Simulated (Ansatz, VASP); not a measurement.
## One calculation of TiO2, two programs

```xyz
6
Lattice="4.5377 0.0000 0.0000 0.0000 4.5377 0.0000 0.0000 0.0000 2.9192" Properties=species:S:1:pos:R:3 pbc="T T T"
Ti    0.0000    0.0000    1.4596
Ti    2.2688    2.2688    0.0000
O     1.3809    1.3809    1.4596
O     0.8879    3.6497    0.0000
O     3.6497    0.8879    0.0000
O     3.1568    3.1568    1.4596
```

Alike in both runs: task single point; functional BLYP; k mesh 6 × 6 × 9; occupations fermi-dirac, width 0.05 eV; no spin polarisation.

```csv
,VASP,Ansatz
version,VASP 6.6.1,Ansatz 0.2.0
potentials or method,"VASP PAW PBE potentials, release 64 (Ti_sv, O)",Ansatz PAW
plane-wave cutoff (eV),520,420
valence electrons in the cell,48,48
```

```tsv
	VASP	Ansatz	Ansatz less VASP
gap on the k mesh at the Fermi level (eV)	1.93	1.97	+0.033
least direct gap on the mesh (eV)	1.93	1.97	+0.033
pressure (GPa)	22.6	21.3	-1.23
traceless stress, the component that is largest in VASP (GPa)	2.33	1.98	-0.350
rms of the force components (eV/Å)	0.146	0.128	-0.0184
```

VASP's potentials were made for PBE, not for BLYP. Atom by atom the forces differ by 0.018 eV/Å (rms over components).

Noted on Ansatz's run: odd divisions of the mesh miss points on the zone boundary, where band edges often lie, so the gap on the mesh can be too wide.
